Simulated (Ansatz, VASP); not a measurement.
## Nb: VASP beside Ansatz

The input INCAR:

```
SYSTEM = Nb
  PREC = Accurate
  ENCUT = 520
  EDIFF = 1E-6
  ISMEAR = -1
  SIGMA = 0.05
  LREAL = .False.
  LASPH = .True.
  NELM = 80
  ALGO = Normal
  ISIF = 2
  LWAVE = .False.
  LCHARG = .True.
  LELF = .True.
  LVHAR = .True.
  NBANDS = 12
```

Contents of KPOINTS:

```
Automatic mesh
0
Gamma
  11 11 11
  0 0 0
```

File POSCAR:

```
Nb
1.0
    0.0000000000      2.0864154149      2.0864154149
    2.0864154149      0.0000000000      2.0864154149
    2.0864154149      2.0864154149      0.0000000000
Nb
1
Direct
    0.0000000000      0.0000000000      0.0000000000
```

File input.yaml:

```yaml
crystal:
  lattice:
    - [0.0, 2.0864154149, 2.0864154149]
    - [2.0864154149, 0.0, 2.0864154149]
    - [2.0864154149, 2.0864154149, 0.0]
  atoms:
    - { symbol: Nb, position: [0.0, 0.0, 0.0] }
kpoints:
  mp_grid: { grid: [11, 11, 11] }
scf:
  occupations: { method: fermi_dirac, width: 0.05 }
hamiltonian:
  xc: lda
  pseudopotentials: { kind: all_electron, lapw: { basis_error: 0.001 } }
output:
  forces: true
  stress: true
  eigenvalues: true
```

Change from the starting cell: volume scaled by 0.96.

Alike in both runs: task single point; functional LDA; k mesh 11 × 11 × 11; occupations fermi-dirac, width 0.05 eV; no spin polarisation.

```csv
,VASP,Ansatz
version,VASP 6.6.1,Ansatz 0.2.0
potentials or method,"VASP PAW LDA potentials, release 64 (Nb_sv), cutoff 520 eV","all-electron LAPW, scalar-relativistic"
```

|  | VASP | Ansatz | Ansatz less VASP |
| --- | --- | --- | --- |
| gap on the k mesh at the Fermi level (eV) | none | none | - |
| pressure (GPa) | -4.8 | -4.7 | +0.12 |

LDA's correlation is that of Perdew and Zunger in VASP and of Perdew and Wang (1992) in Ansatz. A gap of «none» marks a metal or a gap that the smearing closes. Ansatz ran all-electron here, and VASP with PAW potentials.
